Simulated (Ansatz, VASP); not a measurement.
## One calculation of Zn, two programs

```
Zn
1.0
     2.61595    0.00000    0.00000
    -1.30798    2.26548    0.00000
     0.00000    0.00000    4.81123
Zn
2
Direct
  0.33333 0.66667 0.25000
  0.66667 0.33333 0.75000
```

Alike in both runs: functional PBE; dispersion D3(BJ); k mesh 18 × 18 × 8; occupations gaussian, width 0.1 eV; no spin polarisation.

Ansatz relaxed the structure, and its values are those at the end. VASP's run is a single point on that final structure, the one shown.

```csv
,VASP,Ansatz
version,VASP 6.6.1,Ansatz 0.2.0
potentials or method,"VASP PAW PBE potentials, release 64 (Zn), cutoff 520 eV","scalar-relativistic, plane waves, PAW"
valence electrons in the cell,24,24
```

VASP gave:

- gap on the k mesh at the Fermi level (eV): none
- pressure (GPa): 0.5

Question: What did Ansatz give for the same quantities?

Answer: gap on the k mesh at the Fermi level (eV): none; pressure (GPa): 0.0.

A gap of «none» marks a metal or a gap that the smearing closes.
